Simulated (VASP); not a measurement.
# Mo6C in VASP: notebook

Runs on Mo6C. Level: PBE. Tasks: single point.

All numbers are computed with VASP 6.6.1; they aren't measurements. Logs are shortened: lines on timing, memory, paths and dates and some standing lists are left out, and cuts for length are marked.

### Step 1. The cell of the first run

The cell holds a slab with vacuum, 7 atoms: a = 4.470 Å, b = 4.470 Å, c = 19.760 Å, α = 90.00°, β = 90.00°, γ = 120.00°.

### Step 2. Single point, PBE

Contents of INCAR:

```
SYSTEM = Mo6C
PREC = Accurate
ENCUT = 520
EDIFF = 1E-6
ISMEAR = 0
SIGMA = 0.1
LREAL = .False.
LASPH = .True.
NELM = 80
ALGO = Normal
ISIF = 2
LWAVE = .False.
LCHARG = .False.
LDIPOL = .True.
IDIPOL = 3
DIPOL = 0.5 0.5 0.336
GGA = PE
NBANDS = 53
```

Contents of KPOINTS:

```
regular mesh
0
Gamma
  6 6 1
  0 0 0
```

Contents of POSCAR:

```
Mo6C
1.0
    4.4695765307      0.0000000000      0.0000000000
   -2.2347882654      3.8707668198      0.0000000000
    0.0000000000      0.0000000000     19.7595667302
Mo C
6 1
Direct
    0.6666666667      0.3333333333      0.2024335885
    0.3333333333      0.6666666667      0.2486060831
    0.0000000000      0.0000000000      0.2947785778
    0.6666666667      0.3333333333      0.3368821123
    0.3333333333      0.6666666667      0.3779725567
    0.0000000000      0.0000000000      0.4180034331
    0.2222222222      0.8888888889      0.4762559738
```

Potentials or basis: VASP PAW PBE potentials, release 64 (Mo_sv, C).

Launch:

```console
cat potpaw_PBE.64/Mo_sv/POTCAR potpaw_PBE.64/C/POTCAR > POTCAR
mpirun -np 1 vasp_std > vasp.out
```

OUTCAR:

```text
SYSTEM = Mo6C
   PREC = Accurate
   ENCUT = 520
   EDIFF = 1E-6
   ISMEAR = 0
   LREAL = .False.
   LASPH = .True.
   NELM = 80
   ISIF = 2
   GGA = PE

 ion  position               nearest neighbor table
   1  0.667  0.333  0.202-   4 2.66   2 2.74   2 2.74   2 2.74   3 3.16   3 3.16   3 3.16
   2  0.333  0.667  0.249-   5 2.56   1 2.74   1 2.74   3 2.74   1 2.74   3 2.74   3 2.74   4 3.11
                             4 3.11   4 3.11
   3  0.000  0.000  0.295-   6 2.43   4 2.71   4 2.71   4 2.71   2 2.74   2 2.74   2 2.74   5 3.06
                             5 3.06   5 3.06   1 3.16   1 3.16   1 3.16
   4  0.667  0.333  0.337-   1 2.66   5 2.71   5 2.71   5 2.71   3 2.71   3 2.71   3 2.71   6 3.04
                             6 3.04   6 3.04   2 3.11   2 3.11   2 3.11
   5  0.333  0.667  0.378-   7 2.34   2 2.56   6 2.70   6 2.70   6 2.70   4 2.71   4 2.71   4 2.71
                             3 3.06   3 3.06   3 3.06
   6  0.000  0.000  0.418-   7 1.75   3 2.43   5 2.70   5 2.70   5 2.70   4 3.04   4 3.04   4 3.04

   7  0.222  0.889  0.476-   6 1.75   5 2.34

  LATTYP: Found a hexagonal cell.
 ALAT       =     4.4695765307
 C/A-ratio  =     4.4209035452

  Lattice vectors:

 A1 = (   4.4695765307,   0.0000000000,   0.0000000000)
 A2 = (  -2.2347882654,   3.8707668198,   0.0000000000)
 A3 = (   0.0000000000,   0.0000000000,  19.7595667302)

Analysis of symmetry for initial positions (statically):
=====================================================================
 Subroutine PRICEL returns:
 Original cell was already a primitive cell.

 Routine SETGRP: Setting up the symmetry group for a
 hexagonal supercell.

 Subroutine GETGRP returns: Found  1 space group operations
 (whereof  1 operations were pure point group operations)
 out of a pool of 24 trial point group operations.

The static configuration has the point symmetry C_1 .

Analysis of symmetry for dynamics (positions and initial velocities):
=====================================================================
 Subroutine PRICEL returns:
 Original cell was already a primitive cell.

 Routine SETGRP: Setting up the symmetry group for a
 hexagonal supercell.

 Subroutine GETGRP returns: Found  1 space group operations
 (whereof  1 operations were pure point group operations)
 out of a pool of 24 trial point group operations.

The dynamic configuration has the point symmetry C_1 .

 Subroutine INISYM returns: Found  1 space group operations
 (whereof  1 operations are pure point group operations),
 and found     1 'primitive' translations

----------------------------------------------------------------------------------------

                                     Primitive cell

  volume of cell :     341.8541

  direct lattice vectors                    reciprocal lattice vectors
     4.469576531  0.000000000  0.000000000     0.223734842  0.129173371  0.000000000
    -2.234788265  3.870766820  0.000000000     0.000000000  0.258346743  0.000000000
     0.000000000  0.000000000 19.759566730     0.000000000  0.000000000  0.050608397

  length of vectors
     4.469576531  4.469576531 19.759566730     0.258346743  0.258346743  0.050608397

  position of ions in fractional coordinates (direct lattice)
     0.666666667  0.333333333  0.202433588
     0.333333333  0.666666667  0.248606083
     0.000000000  0.000000000  0.294778578
     0.666666667  0.333333333  0.336882112
     0.333333333  0.666666667  0.377972557
     0.000000000  0.000000000  0.418003433
     0.222222222  0.888888889  0.476255974

  ion indices of the primitive-cell ions
   primitive index   ion index
                 1           1
                 2           2
                 3           3
                 4           4
                 5           5
                 6           6
                 7           7

----------------------------------------------------------------------------------------

 KPOINTS: regular mesh

Automatic generation of k-mesh.
 Grid dimensions read from file:
 generate k-points for:    6    6    1

 Generating k-lattice:

  Cartesian coordinates                     Fractional coordinates (reciprocal lattice)
     0.037289140  0.021528895  0.000000000     0.166666667  0.000000000  0.000000000
     0.000000000  0.043057790  0.000000000     0.000000000  0.166666667  0.000000000
     0.000000000  0.000000000  0.050608397     0.000000000  0.000000000  1.000000000

  Length of vectors
     0.043057790  0.043057790  0.050608397

  Shift w.r.t. Gamma in fractional coordinates (k-lattice)
     0.000000000  0.000000000  0.000000000

 Subroutine IBZKPT returns following result:
 ===========================================

 Found     20 irreducible k-points:

 Following reciprocal coordinates:
            Coordinates               Weight
  0.000000  0.000000  0.000000      1.000000
  0.166667  0.000000  0.000000      2.000000
  0.000000  0.166667  0.000000      2.000000
 -0.166667  0.166667  0.000000      2.000000
  0.333333 -0.000000  0.000000      2.000000
  0.000000  0.333333  0.000000      2.000000
[... 12 lines left out ...]
  0.500000 -0.166667  0.000000      2.000000
  0.333333  0.333333  0.000000      2.000000
   k-points           NKPTS =     20   k-points in BZ     NKDIM =     20   number of bands    NBANDS=     53
   number of dos      NEDOS =    301   number of ions     NIONS =      7
   total plane-waves  NPLWV = 194400
   dimension x,y,z NGX =    36 NGY =   36 NGZ =  150
   dimension x,y,z NGXF=    72 NGYF=   72 NGZF=  300
   ions per type =               6   1
   NGX,Y,Z   is equivalent  to a cutoff of  13.39, 13.39, 12.62 a.u.
   NGXF,Y,Z  is equivalent  to a cutoff of  26.78, 26.78, 25.24 a.u.
 SYSTEM =  Mo6C
   PREC   = accura    normal or accurate (medium, high low for compatibility)
   ISTART =      0    job   : 0-new  1-cont  2-samecut
   ICHARG =      2    charge: 1-file 2-atom 10-const
   ISPIN  =      1    spin polarized calculation?
   LNONCOLLINEAR =      F non collinear calculations
   LSORBIT =      F    spin-orbit coupling
   LASPH  =      T    aspherical Exc in radial PAW
   ENCUT  =  520.0 eV  38.22 Ry    6.18 a.u.   8.31  8.31 36.74*2*pi/ulx,y,z
   NELM   =     80;   NELMIN=  2; NELMDL= -5     # of ELM steps
   EDIFF  = 0.1E-05   stopping-criterion for ELM
   LREAL  =      F    real-space projection
[... 7 lines left out ...]
   TEBEG  =    0.0;   TEEND  =   0.0 temperature during run
   PSTRESS=    0.0 pullay stress
   NELECT =      88.0000    total number of electrons
   NUPDOWN=      -1.0000    fix difference up-down
   EMIN   =  10.00;   EMAX   =-10.00  energy-range for DOS
   EFERMI =   0.00;   METHOD = LEGACY
   ISMEAR =     0;   SIGMA  =   0.10  broadening in eV -4-tet -1-fermi 0-gaus
   EFERMI_NEDOS =   21; number of points for ismear=-14 and -15
   IALGO  =     38    algorithm
   IMIX   =      4    mixing-type and parameters
     AMIX     =   0.40;   BMIX     =  1.00
     AMIX_MAG =   1.60;   BMIX_MAG =  1.00
  volume/ion in A,a.u.               =      48.84       329.56
  Fermi-wavevector in a.u.,A,eV,Ry     =   1.041411  1.967981 14.756017  1.084537
  Thomas-Fermi vector in A             =   2.176030
   LORBIT       =      0    0 simple, 1 ext, 2 COOP (PROOUT), +10 PAW based schemes
   GGA     = PE    functional components
   LHFCALC =     F    Hartree Fock is set to
   AEXX    =    0.0000 exact exchange contribution
   IVDW    =     0    specifies the selected vdW correction
   LEPSILON=     F    determine dielectric tensor
   LRPA    =     F    only Hartree local field effects (RPA)
 non-spin polarized calculation
 Gauss-broadening in eV      SIGMA  =   0.10
  energy-cutoff  :      520.00
  volume of cell :      341.85
 maximum number of plane-waves:      9223
 NGX is ok and might be reduce to    36
   NGX = 17   NGY = 17   NGZ = 73

 dipolmoment           0.000000      0.000000     -0.485200 electrons x Angstroem

 number of electron      88.0000007 magnetization

 dipolmoment           0.000000      0.000000      0.234122 electrons x Angstroem

 Free energy of the ion-electron system (eV)
  ---------------------------------------------------
  ext. energy  EPLUGINS =         0.00000000
  ---------------------------------------------------
  free energy    TOTEN  =       -65.26041198 eV

  energy without entropy =      -65.21566605  energy(sigma->0) =      -65.23803901

 E-fermi :   0.2805     XC(G=0):  -5.0383

 val. band max:        0.2768041845   @ k =   0.3333  -0.0000   0.0000
 cond. band min:       0.2846629732   @ k =  -0.3333   0.5000   0.0000
 fundamental gap:      0.0078587888
 Fermi energy:         0.2805156024

 k-point     1 :       0.0000    0.0000    0.0000
  band No.  band energies     occupation
      1     -60.8784      2.00000
      2     -60.6467      2.00000
      3     -60.6025      2.00000
      4     -60.5732      2.00000
      5     -60.4426      2.00000
      6     -60.2186      2.00000
[... 45 lines left out ...]
     52       2.2939      0.00000
     53       2.3493      0.00000

 k-point     2 :       0.1667    0.0000    0.0000
  band No.  band energies     occupation
      1     -60.8573      2.00000
      2     -60.6471      2.00000
      3     -60.6081      2.00000
      4     -60.5740      2.00000
      5     -60.4526      2.00000
      6     -60.2238      2.00000
[... 45 lines left out ...]
     52       2.2327      0.00000
     53       2.4463      0.00000
[... 950 lines left out ...]
     52       1.8966      0.00000
     53       2.1664      0.00000

 k-point    20 :       0.3333    0.3333    0.0000
  band No.  band energies     occupation
      1     -60.7209      2.00000
      2     -60.7008      2.00000
      3     -60.6580      2.00000
      4     -60.5295      2.00000
      5     -60.5145      2.00000
      6     -60.2430      2.00000
[... 45 lines left out ...]
     52       1.8263      0.00000
     53       1.9673      0.00000

------------------------ aborting loop because EDIFF is reached ----------------------------------------

 vacuum level on the upper side and lower side of the slab       (xc-potential included)         1.187        -1.196

  FORCE on cell =-STRESS in cart. coord.  units (eV):
  Direction    XX          YY          ZZ          XY          YZ          ZX
  --------------------------------------------------------------------------------------
  -------------------------------------------------------------------------------------
  Total        1.0740531     -2.7101526      1.7736654     -1.2153258     -1.4729919      3.8524373
  in kB        5.0337951    -12.7017487      8.3126878     -5.6959020     -6.9035129     18.0553269
  external PRESSURE =       0.2149114 kB  Pullay stress =       0.0000000 kB

 VOLUME and BASIS-vectors are now :
 -----------------------------------------------------------------------------
  energy-cutoff  :      520.00
  volume of cell :      341.85
      direct lattice vectors                 reciprocal lattice vectors
     4.469576531  0.000000000  0.000000000     0.223734842  0.129173371  0.000000000
    -2.234788265  3.870766820  0.000000000     0.000000000  0.258346743  0.000000000
     0.000000000  0.000000000 19.759566730     0.000000000  0.000000000  0.050608397

 POSITION                                       TOTAL-FORCE (eV/Angst)
 -----------------------------------------------------------------------------------
      2.23479      1.29026      4.00000        -0.004341     -0.108425      2.202104
     -0.00000      2.58051      4.91235        -0.066424      0.193144     -0.797473
      0.00000      0.00000      5.82470         0.502454     -0.307305     -3.080806
      2.23479      1.29026      6.65664        -0.158450      0.418954     -1.194346
     -0.00000      2.58051      7.46857        -0.389303     -0.005318      1.230249
      0.00000      0.00000      8.25957        -3.596796      0.998723      1.582652
     -0.99324      3.44068      9.41061         3.712859     -1.189773      0.057620
 -----------------------------------------------------------------------------------
    total drift:                               -0.000075      0.000027     -0.000040

  FREE ENERGIE OF THE ION-ELECTRON SYSTEM (eV)
  ---------------------------------------------------
  free  energy   TOTEN  =       -65.2604119756 eV

  energy  without entropy=      -65.2156660523  energy(sigma->0) =      -65.23803901

 vacuum level on the upper side and lower side of the slab         6.237         3.788
```

Wall time 27 min (1 thread of Intel Xeon 8259CL, shared host); peak memory 0.63 GiB.

What came out:

- Free energy: -65.2604 eV
- Largest force: 4.055 eV/Å
- Band gap on the k mesh: zero (bands 44 and 45 overlap by 0.10 eV)

Forces in eV/Å, atoms in the order of the input:
```
Mo  -0.004 -0.108  2.202
Mo  -0.066  0.193 -0.797
Mo   0.502 -0.307 -3.081
Mo  -0.158  0.419 -1.194
Mo  -0.389 -0.005  1.230
Mo  -3.597  0.999  1.583
C    3.713 -1.190  0.058
```

Levels at points of the mesh, in eV from the Fermi level:
```
           k point  band 40  band 41  band 42  band 43  band 44  band 45  band 46  band 47  band 48  band 49
(0.00, 0.00, 0.00)    -1.57    -1.25    -1.24    -0.79    -0.65     0.37     0.57     1.06     1.15     1.21
(0.50, 0.00, 0.00)    -1.61    -1.18    -0.73    -0.31    -0.03     0.15     0.20     0.60     1.08     1.42
(0.00, 0.50, 0.00)    -1.55    -1.16    -0.71    -0.37    -0.04     0.19     0.36     0.60     1.18     1.34
(0.50, 0.50, 0.00)    -1.50    -1.04    -0.76    -0.57    -0.18     0.00     0.10     0.31     1.16     1.57
```

(Continued in part 2 of 2.)

The gap in the log of VASP goes by the Fermi energy; the results here count the filled bands.